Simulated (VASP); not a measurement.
Runs of VASP 6.6.1 on Al. The structure is that of space group Fm-3m (No. 225), or close to it. The cells are those of the table. 

```tsv
task	level	cell	k mesh	cutoff (eV)	smearing	gap on the mesh (eV)	pressure (GPa)	relaxed volume (Å³/atom)
relaxation of cell and atoms	PBE	relaxed from a = 2.864 Å, angles 60.0°, 1 atom	14 × 14 × 14	600	fermi-dirac 0.05 eV	none	0.0	16.44
relaxation of cell and atoms	revPBE	relaxed from a = 2.864 Å, angles 60.0°, 1 atom	18 × 18 × 18	600	fermi-dirac 0.025 eV	none	0.0	16.71
single point	revPBE	a = 2.872 Å, angles 60.0°, 1 atom	18 × 18 × 18	520	fermi-dirac 0.025 eV	none	(a)	-
single point	PBE	a = 2.855 Å, angles 60.0°, 1 atom	14 × 14 × 14	520	fermi-dirac 0.05 eV	none	0.0	-
```

Alike in all rows: potentials or basis VASP PAW PBE potentials, release 64 (Al); no spin polarisation.

Task: Fill in the values left out.

Result: (a) -0.2.

Caveats: the PAW data sets were made with another functional, which shifts forces and pressure a little (some runs).

A gap of «none» marks levels without a gap at the run's occupations.
